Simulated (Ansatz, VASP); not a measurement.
## Bi: VASP beside Ansatz

```
Bi
1.0
    -2.04087    2.04087    1.98143
     2.04087   -2.04087    1.98143
     2.04087    2.04087   -1.98143
Bi
1
Direct
  0.00000 0.00000 0.00000
```

Change from the starting cell: strain +0.030 along x and y, +0.000 along z, atoms carried along.

Alike in both runs: task single point; functional r2SCAN; k mesh 18 × 18 × 18; occupations gaussian, width 0.15 eV; no spin polarisation.

```csv
,VASP,Ansatz
version,VASP 6.6.1,Ansatz 0.2.0
potentials or method,"VASP PAW PBE potentials, release 64 (Bi_d), cutoff 520 eV","scalar-relativistic, plane waves, PAW"
valence electrons in the cell,15,15
```

```csv
,VASP,Ansatz,Ansatz less VASP
gap on the k mesh at the Fermi level (eV),none,none,-
pressure (GPa),-2.8,-2.8,+0.03
"traceless stress, the component that is largest in VASP (GPa)",0.08,0.08,-0.001
```

VASP's potentials were made for PBE, not for r2SCAN. A gap of «none» marks a metal or a gap that the smearing closes.

Spin-orbit coupling is off throughout.
